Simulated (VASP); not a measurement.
Input of a VASP 6.6.1 run:

The input INCAR:

```
  PREC = Accurate
  ENCUT = 520
  EDIFF = 1E-6
  ISMEAR = 0
  SIGMA = 0.1
  LREAL = F
  LASPH = T
  NELM = 60
  ALGO = Normal
  ISIF = 2
  LWAVE = F
  LCHARG = F
  GGA = PE
  NBANDS = 10
```

The input KPOINTS:

```
regular mesh
0
Gamma
  18 18 18
```

POSCAR

```
Re
1.0
    0.0000000000      1.9530577500      1.9530577500
    1.9530577500      0.0000000000      1.9530577500
    1.9530577500      1.9530577500      0.0000000000
Re
1
Direct
    0.0000000000      0.0000000000      0.0000000000
```

Potentials or basis: VASP PAW PBE potentials, release 64 (Re).

Command:

```bash
$ cat potpaw_PBE.64/Re/POTCAR > POTCAR
$ mpirun -np 1 vasp_std > vasp.out
```

Q: Estimate the pressure.

A: 2.1 GPa.

Caveat: the cell differs from its parent crystal (functional PBE, strained).
